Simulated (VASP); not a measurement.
Set up this calculation in VASP 6.6.1, as the native input.

* Task: single point
* Functional: PBE
* Potentials or basis: VASP PAW PBE potentials, release 64 (Ti_sv)
* Cutoff: 520 eV
* k mesh: 28 × 28 × 28
* Occupations: gaussian, width 0.15 eV
* Spin: no spin polarisation
* Dipole correction: no
* Further INCAR settings: ALGO = Fast; EDIFF = 1e-07; NBANDS = 12

The structure of Ti lies in POSCAR:

```
Ti
1.0
   -1.8271826809      1.8271826809      1.2918181554
    1.8271826809     -1.8271826809      1.2918181554
    1.8271826809      1.8271826809     -1.2918181554
Ti
1
Direct
    0.0000000000      0.0000000000      0.0000000000
```

This cell differs from its parent crystal: ratio of the length along z to the lengths across it x 0.707, volume and fractional coordinates fixed.

These files were run (other wordings do the same):

INCAR

```
SYSTEM = Ti
ALGO = Fast
EDIFF = 1E-7
ENCUT = 520
GGA = PE
ISIF = 2
ISMEAR = 0
LASPH = .True.
LCHARG = .True.
LELF = .True.
LREAL = .False.
LVHAR = .True.
LWAVE = .False.
NBANDS = 12
NELM = 100
PREC = Accurate
SIGMA = 0.15
```

KPOINTS

```
k-points
0
Gamma
  28 28 28
  0 0 0
```

Potentials or basis: VASP PAW PBE potentials, release 64 (Ti_sv).

Run with:

```sh
$ cat potpaw_PBE.64/Ti_sv/POTCAR > POTCAR
$ mpirun -np 1 vasp_std > vasp.out
```

It gave:

* Pressure: 0.3 GPa
* Band gap on the k mesh: zero (bands 6 and 7 overlap by 0.69 eV)

Wall time 12 min on 1 thread of Intel Xeon 8259CL, on a shared host, peak memory 0.44 GiB.
